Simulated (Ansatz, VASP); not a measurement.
**One calculation of B3Pd, two programs**

```xyz
4
Lattice="4.0667 0.0000 0.0000 -2.0334 3.5219 0.0000 0.0000 0.0000 3.9204" Properties=species:S:1:pos:R:3 pbc="T T T"
B     2.0336    0.0000    1.9602
B    -1.0168    1.7612    1.9602
B     1.0165    1.7607    1.9602
Pd    0.0000    0.0000    1.9602
```

Alike in both runs: functional PBE; k mesh 6 × 6 × 6; occupations gaussian, width 0.2 eV; no spin polarisation.

Ansatz relaxed the structure, and its values are those at the end. VASP's run is a single point on that final structure, the one shown.

|  | VASP | Ansatz |
| --- | --- | --- |
| version | VASP 6.6.1 | Ansatz 0.2.0 |
| potentials or method | VASP PAW PBE potentials, release 64 (B, Pd), cutoff 500 eV | scalar-relativistic, plane waves, PAW |
| valence electrons in the cell | 19 | 27 |

```tsv
	VASP	Ansatz	Ansatz less VASP
gap on the k mesh at the Fermi level (eV)	none	none	-
pressure (GPa)	0.1	0.1	+0.06
rms of the force components (eV/Å)	0.004	0.003	0.0000
```

A gap of «none» marks a metal or a gap that the smearing closes. VASP's potentials hold 19 valence electrons a cell and Ansatz's 27, so a difference there can come from the potentials and not from the codes.
